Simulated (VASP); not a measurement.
# In2GaAs3 (I-4m2) in VASP: notebook, part 2 of 2

VASP 6.6.1. Earlier steps stand in the parts before.

## (4) Single point, PBEsol

This run uses another cell than the first one, of 26.31 Å³/atom.

Input file INCAR:

```
ALGO = Normal ; EDIFF = 1E-7
ENCUT = 520 ; GGA = PS
ISIF = 2 ; ISMEAR = 0
LASPH = True ; LCHARG = False
LREAL = False ; LWAVE = False
NBANDS = 36 ; NELM = 80
PREC = Accurate ; SIGMA = 0.1
```

Input file KPOINTS:

```
k-points
0
Gamma
  6 6 6
```

Input file POSCAR:

```
In2GaAs3
1.0
   -2.1014626337      2.1014626337      8.9354961073
    2.1014626337     -2.1014626337      8.9354961073
    2.1014626337      2.1014626337     -8.9354961073
In Ga As
2 1 3
Direct
    0.3371297939      0.3371297939      0.0000000000
    0.6628702061      0.6628702061      0.0000000000
    0.0000000000      0.0000000000      0.0000000000
    0.2500000000      0.7500000000      0.5000000000
    0.5750250083      0.0750250083      0.5000000000
    0.9249749917      0.4249749917      0.5000000000
```

Started as:

```bash
$ cat potpaw_PBE.64/In_d/POTCAR potpaw_PBE.64/Ga_d/POTCAR potpaw_PBE.64/As/POTCAR > POTCAR
$ mpirun -np 1 vasp_std > vasp.out
```

It took 6.9 min on 1 thread of AMD EPYC 9R45 (Zen 5), shared host; peak memory 0.74 GiB.

Results (log left out):

```
Free energy            : -25.9459 eV
Pressure               : 0.1 GPa
Largest force          : 0.011 eV/Å
Band gap on the k mesh : zero (filled and empty bands touch)
```

Forces in eV/Å, atoms in the order of the input:
```
In   0.000  0.000  0.011
In   0.000  0.000 -0.011
Ga   0.000  0.000  0.000
As   0.000  0.000  0.000
As   0.000  0.000 -0.003
As   0.000  0.000  0.003
```

Levels at points of the mesh, in eV from the Fermi level:
```
           k point  band 24  band 25  band 26  band 27  band 28  band 29  band 30  band 31
(0.00, 0.00, 0.00)    -1.80    -0.29    -0.14    -0.02    -0.02     1.56     1.57     2.27
(0.50, 0.00, 0.00)    -1.54    -1.07    -0.94    -0.87     0.70     1.93     2.43     4.19
(0.50, 0.50, 0.00)    -2.93    -2.91    -2.45    -2.42     1.38     1.79     2.95     3.06
(0.50, 0.50, 0.50)    -1.04    -1.04    -0.75    -0.75     1.30     1.47     2.30     2.45
```

Caveat: semilocal functionals underestimate gaps, so a narrow gap can read as zero; the PAW data sets were made with another functional, which shifts forces and pressure a little; spin-orbit coupling is left out, which moves the levels of the heavy elements.

## (5) Single point, PBEsol

This run uses another cell than the first one, of 26.28 Å³/atom.

Input file INCAR:

```
SYSTEM = In2GaAs3
PREC = Accurate
ENCUT = 520
EDIFF = 1E-6
ISMEAR = 0
SIGMA = 0.1
LREAL = .False.
LASPH = .True.
NELM = 60
ALGO = Normal
ISIF = 2
LWAVE = .False.
LCHARG = .False.
GGA = PS
NBANDS = 36
```

Input file KPOINTS:

```
Automatic mesh
0
Gamma
  8 8 8
  0 0 0
```

Input file POSCAR:

```
In2GaAs3
1.0
   -2.0983204637      2.0983204637      8.9532568162
    2.0983204637     -2.0983204637      8.9532568162
    2.0983204637      2.0983204637     -8.9532568162
In Ga As
2 1 3
Direct
    0.3371905732      0.3371905732      0.0000000000
    0.6628094268      0.6628094268      0.0000000000
    0.0000000000      0.0000000000      0.0000000000
    0.2500000000      0.7500000000      0.5000000000
    0.5749840833      0.0749840833      0.5000000000
    0.9250159167      0.4250159167      0.5000000000
```

Potentials or basis: VASP PAW PBE potentials, release 64 (In_d, Ga_d, As).

Started as:

```bash
$ cat potpaw_PBE.64/In_d/POTCAR potpaw_PBE.64/Ga_d/POTCAR potpaw_PBE.64/As/POTCAR > POTCAR
$ mpirun -np 1 vasp_std > vasp.out
```

OUTCAR:

```text
SYSTEM = In2GaAs3
   PREC = Accurate
   ENCUT = 520
   EDIFF = 1E-6
   ISMEAR = 0
   LREAL = .False.
   LASPH = .True.
   NELM = 60
   ISIF = 2
   GGA = PS

 ion  position               nearest neighbor table
   1  0.337  0.337  0.000-   4 2.62   4 2.62   6 2.62   6 2.62
   2  0.663  0.663  0.000-   4 2.62   4 2.62   5 2.62   5 2.62
   3  0.000  0.000  0.000-   5 2.49   6 2.49   5 2.49   6 2.49
   4  0.250  0.750  0.500-   1 2.62   2 2.62   1 2.62   2 2.62
   5  0.575  0.075  0.500-   3 2.49   3 2.49   2 2.62   2 2.62
   6  0.925  0.425  0.500-   3 2.49   3 2.49   1 2.62   1 2.62

[... 1142 lines left out ...]
  -------------------------------------------------------------------------------------
  Total        0.1033600      0.1033600      0.0996123      0.0000000      0.0000000      0.0000000
  in kB        1.0502157      1.0502157      1.0121363      0.0000000      0.0000000      0.0000000
  external PRESSURE =       1.0375226 kB  Pullay stress =       0.0000000 kB

 VOLUME and BASIS-vectors are now :
 -----------------------------------------------------------------------------
  energy-cutoff  :      520.00
  volume of cell :      157.68
      direct lattice vectors                 reciprocal lattice vectors
    -2.098320464  2.098320464  8.953256816     0.000000000  0.238285814  0.055845600
     2.098320464 -2.098320464  8.953256816     0.238285814  0.000000000  0.055845600
     2.098320464  2.098320464 -8.953256816     0.238285814  0.238285814  0.000000000

 POSITION                                       TOTAL-FORCE (eV/Angst)
 -----------------------------------------------------------------------------------
      0.00000      0.00000      6.03791         0.000000     -0.000000      0.000986
      0.00000      0.00000     11.86861         0.000000     -0.000000     -0.000986
      0.00000      0.00000      0.00000         0.000000     -0.000000      0.000000
      2.09832      0.00000      4.47663         0.000000     -0.000000      0.000000
      0.00000      2.09832      1.34270        -0.000000      0.000000      0.001074
      0.00000      2.09832      7.61055        -0.000000      0.000000     -0.001074
 -----------------------------------------------------------------------------------
    total drift:                                0.000000     -0.000000      0.000000

  FREE ENERGIE OF THE ION-ELECTRON SYSTEM (eV)
  ---------------------------------------------------
  free  energy   TOTEN  =       -25.9626604751 eV

  energy  without entropy=      -25.9621831832  energy(sigma->0) =      -25.96242183
```

OSZICAR:

```text
N       E                     dE             d eps       ncg     rms          rms(c)
DAV:   1     0.469160646662E+03    0.46916E+03   -0.24721E+04  4388   0.181E+03
DAV:   2     0.377551974556E+02   -0.43141E+03   -0.41899E+03  4324   0.454E+02
DAV:   3    -0.234257327983E+02   -0.61181E+02   -0.59998E+02  5032   0.170E+02
DAV:   4    -0.266383724247E+02   -0.32126E+01   -0.31960E+01  5236   0.382E+01
DAV:   5    -0.267446371518E+02   -0.10626E+00   -0.10621E+00  6052   0.739E+00    0.734E+00
DAV:   6    -0.260498160735E+02    0.69482E+00   -0.11690E+00  5788   0.140E+01    0.384E+00
DAV:   7    -0.259688749981E+02    0.80941E-01   -0.59069E-01  6636   0.461E+00    0.965E-01
DAV:   8    -0.259625261749E+02    0.63488E-02   -0.81108E-02  5896   0.300E+00    0.542E-01
DAV:   9    -0.259622967015E+02    0.22947E-03   -0.56255E-03  6664   0.804E-01    0.299E-01
DAV:  10    -0.259625875976E+02   -0.29090E-03   -0.14371E-03  5780   0.372E-01    0.913E-02
DAV:  11    -0.259626585258E+02   -0.70928E-04   -0.46729E-04  5136   0.258E-01    0.237E-02
DAV:  12    -0.259626579342E+02    0.59155E-06   -0.32879E-05  6532   0.528E-02    0.107E-02
DAV:  13    -0.259626603950E+02   -0.24608E-05   -0.69829E-06  4808   0.142E-02    0.495E-03
DAV:  14    -0.259626604751E+02   -0.80143E-07   -0.31624E-07  3432   0.486E-03
   1 F= -.25962660E+02 E0= -.25962422E+02  d E =-.477292E-03
```

stdout:

```text
POSCAR found type information on POSCAR InGaAs
 POSCAR found :  3 types and       6 ions
 scaLAPACK will be used
 -----------------------------------------------------------------------------
|                                                                             |
|                                                                             |
|     You enforced a specific xc type in the INCAR file but a different       |
|     I HOPE YOU KNOW WHAT YOU ARE DOING!                                     |
|                                                                             |
 -----------------------------------------------------------------------------

 LDA part: xc-table for (Slater+PW92), standard interpolation
 POSCAR, INCAR and KPOINTS ok, starting setup
 FFT: planning ... GRIDC
 FFT: planning ... GRID_SOFT
 FFT: planning ... GRID
 WAVECAR not read
 entering main loop
```

Run time: 14 min. Hardware: 1 thread of AMD EPYC 9R45 (Zen 5), shared host; peak memory 0.85 GiB.

Results:

- Free energy: -25.9627 eV
- Pressure: 0.1 GPa
- Band gap on the k mesh: zero (filled and empty bands touch)

Levels at points of the mesh, in eV from the Fermi level:
```
           k point  band 25  band 26  band 27  band 28  band 29  band 30
(0.00, 0.00, 0.00)    -0.31    -0.18    -0.05    -0.05     1.54     1.55
(0.50, 0.00, 0.00)    -1.12    -0.96    -0.89     0.67     1.90     2.41
(0.50, 0.50, 0.00)    -2.95    -2.49    -2.47     1.34     1.75     2.90
(0.50, 0.50, 0.50)    -1.07    -0.78    -0.78     1.28     1.45     2.27
```

Caveat: semilocal functionals underestimate gaps, so a narrow gap can read as zero; the PAW data sets were made with another functional, which shifts forces and pressure a little; spin-orbit coupling is left out, which moves the levels of the heavy elements.

## (6) Relaxation of cell and atoms, PBEsol

This run uses another cell than the first one, of 27.67 Å³/atom.

Input file INCAR:

```
SYSTEM = In2GaAs3
ALGO = Normal ; EDIFF = 1E-6
EDIFFG = -0.01 ; ENCUT = 600
GGA = PS ; IBRION = 2
ISIF = 3 ; ISMEAR = 0
LASPH = .True. ; LCHARG = .False.
LREAL = .False. ; LWAVE = .False.
NELM = 80 ; NSW = 80
PREC = Accurate ; SIGMA = 0.1
```

Input file KPOINTS:

```
k-points
0
Gamma
  4 4 4
  0 0 0
```

Input file POSCAR:

```
In2GaAs3
1.0
   -2.1401840000      2.1401840000      9.0600640000
    2.1401840000     -2.1401840000      9.0600640000
    2.1401840000      2.1401840000     -9.0600640000
In Ga As
2 1 3
Direct
    0.3367560000      0.3367560000      0.0000000000
    0.6632440000      0.6632440000      0.0000000000
    0.0000000000      0.0000000000      0.0000000000
    0.2500000000      0.7500000000      0.5000000000
    0.5754750000      0.0754750000      0.5000000000
    0.9245250000      0.4245250000      0.5000000000
```

Potentials or basis: VASP PAW PBE potentials, release 64 (In_d, Ga_d, As).

Started as:

```bash
$ cat potpaw_PBE.64/In_d/POTCAR potpaw_PBE.64/Ga_d/POTCAR potpaw_PBE.64/As/POTCAR > POTCAR
$ mpirun -np 1 vasp_std > vasp.out
```

OUTCAR:

```text
SYSTEM = In2GaAs3
   EDIFF = 1E-6
   EDIFFG = -0.01
   ENCUT = 600
   GGA = PS
   IBRION = 2
   ISIF = 3
   ISMEAR = 0
   LASPH = .True.
   LREAL = .False.
   NELM = 80
   NSW = 80
   PREC = Accurate

 ion  position               nearest neighbor table
   1  0.337  0.337  0.000-   4 2.66   4 2.66   6 2.67   6 2.67
   2  0.663  0.663  0.000-   4 2.66   4 2.66   5 2.67   5 2.67
   3  0.000  0.000  0.000-   6 2.54   5 2.54   5 2.54   6 2.54
   4  0.250  0.750  0.500-   2 2.66   1 2.66   1 2.66   2 2.66
   5  0.575  0.075  0.500-   3 2.54   3 2.54   2 2.67   2 2.67
   6  0.925  0.425  0.500-   3 2.54   3 2.54   1 2.67   1 2.67

  LATTYP: Found a body centered tetragonal cell.
 ALAT       =     4.2803680000
 C/A-ratio  =     4.2333107808

  Lattice vectors:

 A1 = (  -2.1401840000,   2.1401840000,   9.0600640000)
 A2 = (   2.1401840000,  -2.1401840000,   9.0600640000)
 A3 = (   2.1401840000,   2.1401840000,  -9.0600640000)

Analysis of symmetry for initial positions (statically):
=====================================================================
 Subroutine PRICEL returns:
 Original cell was already a primitive cell.

 Routine SETGRP: Setting up the symmetry group for a
 body centered tetragonal supercell.

 Subroutine GETGRP returns: Found  8 space group operations
 (whereof  8 operations were pure point group operations)
 out of a pool of 16 trial point group operations.

The static configuration has the point symmetry D_2d.

Analysis of symmetry for dynamics (positions and initial velocities):
=====================================================================
 Subroutine PRICEL returns:
 Original cell was already a primitive cell.

 Routine SETGRP: Setting up the symmetry group for a
 body centered tetragonal supercell.

 Subroutine GETGRP returns: Found  8 space group operations
 (whereof  8 operations were pure point group operations)
 out of a pool of 16 trial point group operations.

[... 103 lines left out ...]
   ISYM   =      2    0-nonsym 1-usesym 2-fastsym
   POTIM  = 0.5000    time-step for ionic-motion
   TEBEG  =    0.0;   TEEND  =   0.0 temperature during run
   PSTRESS=    0.0 pullay stress
   NELECT =      54.0000    total number of electrons
   NUPDOWN=      -1.0000    fix difference up-down
   EMIN   =  10.00;   EMAX   =-10.00  energy-range for DOS
   EFERMI =   0.00;   METHOD = LEGACY
   ISMEAR =     0;   SIGMA  =   0.10  broadening in eV -4-tet -1-fermi 0-gaus
   EFERMI_NEDOS =   21; number of points for ismear=-14 and -15
   IALGO  =     38    algorithm
   IMIX   =      4    mixing-type and parameters
     AMIX     =   0.40;   BMIX     =  1.00
     AMIX_MAG =   1.60;   BMIX_MAG =  1.00
  volume/ion in A,a.u.               =      27.67       186.70
  Fermi-wavevector in a.u.,A,eV,Ry     =   1.125922  2.127684 17.248107  1.267700
  Thomas-Fermi vector in A             =   2.262601
   LORBIT       =      0    0 simple, 1 ext, 2 COOP (PROOUT), +10 PAW based schemes
   GGA     = PS    functional components
   LHFCALC =     F    Hartree Fock is set to
   AEXX    =    0.0000 exact exchange contribution
   IVDW    =     0    specifies the selected vdW correction
   LEPSILON=     F    determine dielectric tensor
   LRPA    =     F    only Hartree local field effects (RPA)
 conjugate gradient relaxation of ions
 non-spin polarized calculation
 Gauss-broadening in eV      SIGMA  =   0.10
  energy-cutoff  :      600.00
  volume of cell :      165.99
 maximum number of plane-waves:      5568
 NGX is ok and might be reduce to    80
   NGX = 39   NGY = 39   NGZ = 39

--------------------------------------- Ionic step        1  -------------------------------------------

 number of electron      54.0000005 magnetization

 Free energy of the ion-electron system (eV)
  ---------------------------------------------------
  ext. energy  EPLUGINS =         0.00000000
  ---------------------------------------------------
  free energy    TOTEN  =       -25.76595570 eV

  energy without entropy =      -25.76380207  energy(sigma->0) =      -25.76487889

------------------------ aborting loop because EDIFF is reached ----------------------------------------

  FORCE on cell =-STRESS in cart. coord.  units (eV):
  Direction    XX          YY          ZZ          XY          YZ          ZX
  --------------------------------------------------------------------------------------
  -------------------------------------------------------------------------------------
  Total       -2.3369706     -2.3369706     -2.8387007      0.0000000      0.0000000      0.0000000
  in kB      -22.5564287    -22.5564287    -27.3991261      0.0000000      0.0000000      0.0000000
  external PRESSURE =     -24.1706612 kB  Pullay stress =       0.0000000 kB
[... 227 lines left out ...]
--------------------------------------- Ionic step        7  -------------------------------------------

 number of electron      53.9999998 magnetization

 Free energy of the ion-electron system (eV)
  ---------------------------------------------------
  ext. energy  EPLUGINS =         0.00000000
  ---------------------------------------------------
  free energy    TOTEN  =       -25.82754005 eV

  energy without entropy =      -25.82520973  energy(sigma->0) =      -25.82637489

 E-fermi :   4.0740     XC(G=0):  -9.3509

 val. band max:        4.0558798516   @ k =   0.0000   0.0000   0.0000
 cond. band min:       4.7797319490   @ k =   0.5000   0.0000   0.0000
 fundamental gap:      0.7238520973
 Fermi energy:         4.0740279170

 k-point     1 :       0.0000    0.0000    0.0000
  band No.  band energies     occupation
      1     -10.7780      2.00000
      2     -10.7250      2.00000
      3     -10.7250      2.00000
      4     -10.6996      2.00000
      5     -10.6496      2.00000
      6     -10.3994      2.00000
[... 477 lines left out ...]
  FREE ENERGIE OF THE ION-ELECTRON SYSTEM (eV)
  ---------------------------------------------------
  free  energy   TOTEN  =       -25.8275400463 eV

  energy  without entropy=      -25.8252097265  energy(sigma->0) =      -25.82637489

 reached required accuracy - stopping structural energy minimisation
```

OSZICAR:

```text
N       E                     dE             d eps       ncg     rms          rms(c)
DAV:   1     0.481562347674E+03    0.48156E+03   -0.27145E+04   856   0.219E+03
DAV:   2     0.362659299809E+02   -0.44530E+03   -0.43837E+03   856   0.521E+02
DAV:   3    -0.237281846094E+02   -0.59994E+02   -0.59195E+02  1000   0.187E+02
[... 58 lines left out ...]
DAV:   1    -0.258274500685E+02    0.32103E-04   -0.40550E-02  1032   0.887E-01    0.586E-02
DAV:   2    -0.258275456270E+02   -0.95558E-04   -0.11258E-03  1224   0.254E-01    0.207E-02
DAV:   3    -0.258275426923E+02    0.29347E-05   -0.20345E-05  1256   0.331E-02    0.157E-02
DAV:   4    -0.258275400770E+02    0.26153E-05   -0.27590E-06   880   0.193E-02    0.300E-03
DAV:   5    -0.258275400463E+02    0.30741E-07   -0.14489E-06   680   0.960E-03
   7 F= -.25827540E+02 E0= -.25826375E+02  d E =-.587794E-04
```

Run time: 16 min. Hardware: 1 thread of AMD EPYC 9R45 (Zen 5), shared host; peak memory 1 GiB.

Results:

* Free energy: -25.8275 eV
* Relaxed volume: 26.42 Å³/atom
* Relaxed cell: a = 9.335 Å, b = 9.335 Å, c = 9.335 Å, α = 153.78°, β = 153.78°, γ = 37.42°
* Space group after relaxing (to 0.1 Å): I-4m2 (No. 119)
* Energy gained by relaxing: 10.3 meV/atom
* Ionic steps: 7
* Pressure after relaxing: 0.0 GPa
* Band gap on the k mesh: zero (filled and empty bands touch)

The path:
| step | energy change (eV) | largest force (eV/Å) | pressure (GPa) | volume (Å³) |
| --- | --- | --- | --- | --- |
| 1 | 0.0000 | 0.0428 | -2.42 | 165.99 |
| 2 | -0.0526 | 0.0869 | 0.96 | 156.17 |
| 3 | -0.0593 | 0.0694 | 0.02 | 158.54 |
| 4 | -0.0604 | 0.0452 | 0.01 | 158.54 |
| 5 | -0.0615 | 0.0243 | 0.00 | 158.53 |
| 6 | -0.0615 | 0.0251 | 0.00 | 158.53 |
| 7 | -0.0616 | 0.0009 | -0.01 | 158.54 |

Final structure:
```yaml
crystal:
  lattice:
    - [-2.11721, 2.11721, 8.84200]
    - [2.11721, -2.11721, 8.84200]
    - [2.11721, 2.11721, -8.84200]
  atoms:
    - { symbol: In, position: [0.33728, 0.33728, 0.00000] }
    - { symbol: In, position: [0.66272, 0.66272, 0.00000] }
    - { symbol: Ga, position: [0.00000, 0.00000, 0.00000] }
    - { symbol: As, position: [0.25000, 0.75000, 0.50000] }
    - { symbol: As, position: [0.57484, 0.07484, 0.50000] }
    - { symbol: As, position: [0.92516, 0.42516, 0.50000] }
```

Caveat: the k points lie up to 0.38 Å⁻¹ apart in the final cell; semilocal functionals underestimate gaps, so a narrow gap can read as zero; the PAW data sets were made with another functional, which shifts forces and pressure a little; spin-orbit coupling is left out, which moves the levels of the heavy elements.

## (7) The runs side by side

| task | cell | k mesh | cutoff (eV) | gap on the mesh (eV) | pressure (GPa) | largest force (eV/Å) |
| --- | --- | --- | --- | --- | --- | --- |
| single point | a = 6.190 Å, angles 131.0, 131.0, 71.9°, 6 atoms, atomic positions A | 2 × 2 × 2 | 520 | none | 0.1 | 0.01 |
| single point | a = 9.330 Å, angles 153.8, 153.8, 37.4°, 6 atoms, atomic positions B | 4 × 4 × 4 | 520 | none | 0.1 | 0.01 |
| single point | a = 9.417 Å, angles 154.2, 154.2, 36.8°, 6 atoms, atomic positions B | 6 × 6 × 6 | 520 | none | 0.1 | 0.01 |
| single point | a = 9.432 Å, angles 154.3, 154.3, 36.7°, 6 atoms, atomic positions B | 8 × 8 × 8 | 520 | none | 0.1 | - |
| relaxation of cell and atoms | relaxed from a = 9.552 Å, angles 154.1, 154.1, 36.9°, 6 atoms, atomic positions B | 4 × 4 × 4 | 600 | none | 0.0 | - |

Alike in all rows: level PBEsol; potentials or basis VASP PAW PBE potentials, release 64 (In_d, Ga_d, As); no spin polarisation; smearing gaussian 0.1 eV.

Caveats: some runs use coarse meshes; the PAW data sets were made with another functional, which shifts forces and pressure a little; spin-orbit coupling is left out, which moves the levels of the heavy elements; semilocal functionals underestimate gaps, so a narrow gap can read as zero (at least some runs).

Absolute energies hang on the potentials; compare differences alone.
